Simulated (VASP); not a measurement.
A run of VASP 6.6.1:

The input INCAR:

```
PREC     = Accurate       # precision mode
ENCUT    = 600            # plane-wave cutoff, eV
EDIFF    = 1E-7           # SCF threshold, eV
ISMEAR   = 0              # smearing method
SIGMA    = 0.02           # smearing width, eV
LREAL    = False          # projectors in reciprocal space
LASPH    = True           # aspherical terms in the spheres
NELM     = 80             # most SCF steps
ALGO     = Normal         # electronic algorithm
ISIF     = 3              # what is computed and relaxed
LWAVE    = False          # write WAVECAR
LCHARG   = False          # write CHGCAR
GGA      = PS             # functional
IBRION   = 2              # ionic algorithm
NSW      = 100            # ionic steps
EDIFFG   = -0.005         # ionic threshold
```

The input KPOINTS:

```
regular mesh
0
Gamma
  8 8 8
```

Contents of POSCAR:

```
KF
1.0
    0.0000000000      2.6718500000      2.6718500000
    2.6718500000      0.0000000000      2.6718500000
    2.6718500000      2.6718500000      0.0000000000
K F
1 1
Direct
    0.0000000000      0.0000000000      0.0000000000
    0.5000000000      0.5000000000      0.5000000000
```

Potentials or basis: VASP PAW PBE potentials, release 64 (K_sv, F).

Run with:

```sh
$ cat potpaw_PBE.64/K_sv/POTCAR potpaw_PBE.64/F/POTCAR > POTCAR
$ mpirun -np 1 vasp_std > vasp.out
```

Hardware: 1 thread of Intel(R) Xeon(R) 6975P-C (Granite Rapids), on a shared host.

Estimate the wall time of this run.

Run time: 18 s on 1 thread of Intel(R) Xeon(R) 6975P-C (Granite Rapids), with other jobs on the host, peak memory 0.18 GiB. Counts: scf iterations 30, k points 29, ion steps 3.
